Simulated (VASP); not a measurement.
The system is CaB2.

```
Ca B
1.0
    -1.54301    1.54301    3.78520
     1.54301   -1.54301    3.78520
     1.54301    1.54301   -3.78520
Ca B
1 2
Direct
  0.00000 0.00000 0.00000
  0.66500 0.66500 0.00000
  0.33500 0.33500 0.00000
```

```yaml
Program: VASP 6.6.1
Task: relaxation of cell and atoms
Functional: PBE
Potentials_or_basis: VASP PAW PBE potentials, release 64 (Ca_sv, B)
Cutoff: 600 eV
k_mesh: 8 × 8 × 8
Occupations: gaussian, width 0.1 eV
Spin: no spin polarisation
```

At the start: pressure 20.7 GPa; volume 12.02 Å³/atom.

Problem. How do energy, volume and symmetry change on relaxing?

Solution. Over 19 steps the energy falls by 821.0 meV/atom and the volume is 12.10 Å³/atom (+0.7 %); space group I4/mmm (No. 139, to 0.05 Å).

The path:
| step | energy change (eV) | largest force (eV/Å) | pressure (GPa) | volume (Å³) |
| --- | --- | --- | --- | --- |
| 1 | 0.0000 | 2.2615 | 20.75 | 36.05 |
| 2 | -0.7772 | 0.9514 | -1.60 | 44.78 |
| 3 | -0.7802 | 0.8802 | -2.38 | 45.33 |
| 4 | -0.9465 | 0.9561 | -2.87 | 44.74 |
| 5 | -1.5930 | 0.4005 | -4.49 | 42.82 |
| 6 | -2.0192 | 1.9270 | 0.16 | 38.52 |
| 7 | -2.0911 | 1.0511 | -3.21 | 40.11 |
| 8 | -2.1671 | 1.0932 | -3.10 | 39.65 |
| 9 | -2.2379 | 1.2327 | -1.79 | 38.52 |
| 10 | -2.2747 | 1.1145 | -1.99 | 38.45 |
| 11 | -2.3634 | 0.7458 | -2.50 | 38.26 |
| 12 | -2.4407 | 0.1076 | -3.03 | 37.87 |
| 13 | -2.4453 | 0.0042 | -3.02 | 37.78 |
| 14 | -2.4456 | 0.0830 | -3.00 | 37.73 |
| 15 | -2.4457 | 0.0420 | -3.01 | 37.75 |
| 16 | -2.4585 | 0.0374 | -1.33 | 36.97 |
| 17 | -2.4622 | 0.0378 | 0.21 | 36.31 |
| 18 | -2.4622 | 0.0378 | 0.28 | 36.28 |
| 19 | -2.4630 | 0.0367 | 0.08 | 36.31 |

Final structure:
```yaml
crystal:
  lattice:
    - [-1.39018, 1.39018, 4.69741]
    - [1.39018, -1.39018, 4.69741]
    - [1.39018, 1.39018, -4.69741]
  atoms:
    - { symbol: Ca, position: [0.00000, 0.00000, 0.00000] }
    - { symbol: B, position: [0.71902, 0.71902, 0.00000] }
    - { symbol: B, position: [0.28098, 0.28098, 0.00000] }
```
